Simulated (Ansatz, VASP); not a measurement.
# One calculation of HfS2, two programs

POSCAR

```
HfS2
1.0
    3.4850841186      0.0000000000      0.0000000000
   -1.7425420593      3.0181713811      0.0000000000
    0.0000000000      0.0000000000      5.6432238321
Hf S
1 2
Direct
    0.0000000000      0.0000000000      0.0000000000
    0.3333333333      0.6666666667      0.2635290624
    0.6666666667      0.3333333333      0.7364709376
```

File INCAR.step1:

```
SYSTEM = HfS2
ALGO = Normal ; EDIFF = 1E-5
ENCUT = 400 ; GGA = PE
GGA_COMPAT = .FALSE. ; ISIF = 2
ISMEAR = 0 ; LASPH = .TRUE.
LCHARG = .FALSE. ; LREAL = .FALSE.
LWAVE = .TRUE. ; NBANDS = 18
NELM = 120 ; PREC = Accurate
SIGMA = 0.01
```

INCAR.step2

```
SYSTEM = HfS2
ALGO = Normal ; EDIFF = 1E-6
ENCUT = 400 ; GGA = PE
GGA_COMPAT = .FALSE. ; HFSCREEN = 0.2079
ISIF = 2 ; ISMEAR = 0
ISTART = 1 ; LASPH = .TRUE.
LCHARG = .FALSE. ; LHFCALC = .TRUE.
LREAL = .FALSE. ; LWAVE = .FALSE.
NBANDS = 18 ; NELM = 120
PREC = Accurate ; PRECFOCK = Normal
SIGMA = 0.01
```

File KPOINTS:

```
k-points
0
G
  6 6 4
  0 0 0
```

Input for Ansatz:

```yaml
crystal:
  lattice:
    - [3.4850841186, 0.0, 0.0]
    - [-1.7425420593, 3.0181713811, 0.0]
    - [0.0, 0.0, 5.6432238321]
  atoms:
    - { symbol: Hf, position: [0.0, 0.0, 0.0] }
    - { symbol: S, position: [0.3333333333, 0.6666666667, 0.2635290624] }
    - { symbol: S, position: [0.6666666667, 0.3333333333, 0.7364709376] }
kpoints:
  mp_grid: { grid: [6, 6, 4] }
  band_path:
    path:
      - [0.0, 0.0, 0.0]
      - [0.5, 0.0, 0.0]
      - [0.3333333333, 0.3333333333, 0.0]
      - [0.0, 0.0, 0.5]
      - [0.5, 0.0, 0.5]
      - [0.3333333333, 0.3333333333, 0.5]
      - [0.0, 0.25, 0.25]
      - [0.0, 0.5, 0.5]
    npoints: 1
hamiltonian:
  xc: hse06
scf:
  occupations: { method: fixed }
  n_extra_bands: 4
output:
  forces: true
  stress: true
  eigenvalues: true
```

Change from the starting cell: hydrostatic strain -4.0%.

Alike in both runs: task single point; functional HSE06; k mesh 6 × 6 × 4; no spin polarisation.

|  | VASP | Ansatz |
| --- | --- | --- |
| version | VASP 6.6.1 | Ansatz 0.2.0 |
| potentials or method | VASP PAW PBE potentials, release 64 (Hf_pv, S) | plane waves, PAW |
| plane-wave cutoff (eV) | 400 | 420 |
| occupations | gaussian, width 0.01 eV | fixed |
| valence electrons in the cell | 22 | 38 |

VASP gave:

* gap on the k mesh at the Fermi level (eV): 1.19
* pressure (GPa): 7.4
* traceless stress, the component that is largest in VASP (GPa): -3.55
* rms of the force components (eV/Å): 0.088

Task: Estimate Ansatz's values.

Result: gap on the k mesh at the Fermi level (eV): 1.19; pressure (GPa): 9.0; traceless stress, the component that is largest in VASP (GPa): -3.76; rms of the force components (eV/Å): 0.015.

Atom by atom the forces differ by 0.073 eV/Å (rms over components). VASP's potentials hold 22 valence electrons a cell and Ansatz's 38, so a difference there can come from the potentials and not from the codes. Ansatz's warnings: stress exchange threshold loose, stress scf threshold loose.

Spin-orbit coupling is off throughout.
